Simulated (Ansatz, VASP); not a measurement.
## One calculation of C, two programs

```xyz
4
Lattice="1.2008 -1.9800 0.0000 1.2008 1.9800 0.0000 0.0000 0.0000 7.3778" Properties=species:S:1:pos:R:3 pbc="T T T"
C     1.2008    1.6501    5.5322
C     1.2008   -0.3300    1.8456
C     1.2008   -1.6501    1.8456
C     1.2008    0.3300    5.5322
```

Change from the starting cell: normal strain along x -0.0233, normal strain along y -0.0700.

Alike in both runs: task single point; functional PBEsol; k mesh 18 × 18 × 6; occupations gaussian, width 0.15 eV; no spin polarisation.

|  | VASP | Ansatz |
| --- | --- | --- |
| version | VASP 6.6.1 | Ansatz 0.2.0 |
| potentials or method | VASP PAW PBE potentials, release 64 (C), cutoff 520 eV | scalar-relativistic, plane waves, PAW |
| valence electrons in the cell | 16 | 16 |

```tsv
	VASP	Ansatz	Ansatz less VASP
gap on the k mesh at the Fermi level (eV)	0.25	0.25	-0.001
least direct gap on the mesh (eV)	0.25	0.25	-0.001
pressure (GPa)	46.6	45.8	-0.77
traceless stress, the component that is largest in VASP (GPa)	49.67	49.15	-0.524
rms of the force components (eV/Å)	0.808	0.801	-0.0067
```

VASP's potentials were made for PBE, not for PBEsol, and Ansatz warns of the same on its side. Atom by atom the forces differ by 0.007 eV/Å (rms over components). Both programs put the cell under a high pressure, so it lies far from rest at this level.
